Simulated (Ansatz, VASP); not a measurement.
## LaAgS2: VASP beside Ansatz

```xyz
8
Lattice="4.3945 0.0000 0.0000 0.0000 5.6767 0.0000 0.0000 0.0000 7.9503" Properties=species:S:1:pos:R:3 pbc="T T T"
Ag    0.0000    0.0000    6.8326
Ag    2.1972    2.8384    1.1178
S     0.0000    2.8384    7.2197
S     2.1972    0.0000    0.7306
S     0.0000    2.8384    3.2603
S     2.1972    0.0000    4.6901
La    0.0000    0.0000    2.5798
La    2.1972    2.8384    5.3705
```

Alike in both runs: task single point; functional PBE; k mesh 6 × 4 × 4; no spin polarisation.

|  | VASP | Ansatz |
| --- | --- | --- |
| version | VASP 6.6.1 | Ansatz 0.2.0 |
| potentials or method | VASP PAW PBE potentials, release 64 (Ag, S, La) | plane waves, PAW |
| plane-wave cutoff (eV) | 520 | 420 |
| occupations | gaussian, width 0.01 eV | fixed |
| valence electrons in the cell | 68 | 84 |

```csv
,VASP,Ansatz,Ansatz less VASP
gap on the k mesh at the Fermi level (eV),1.35,1.34,-0.005
pressure (GPa),-3.6,-3.5,+0.11
rms of the force components (eV/Å),0.082,0.079,-0.0026
```

VASP's potentials hold 68 valence electrons a cell and Ansatz's 84, so a difference there can come from the potentials and not from the codes.

Spin-orbit coupling is off throughout.
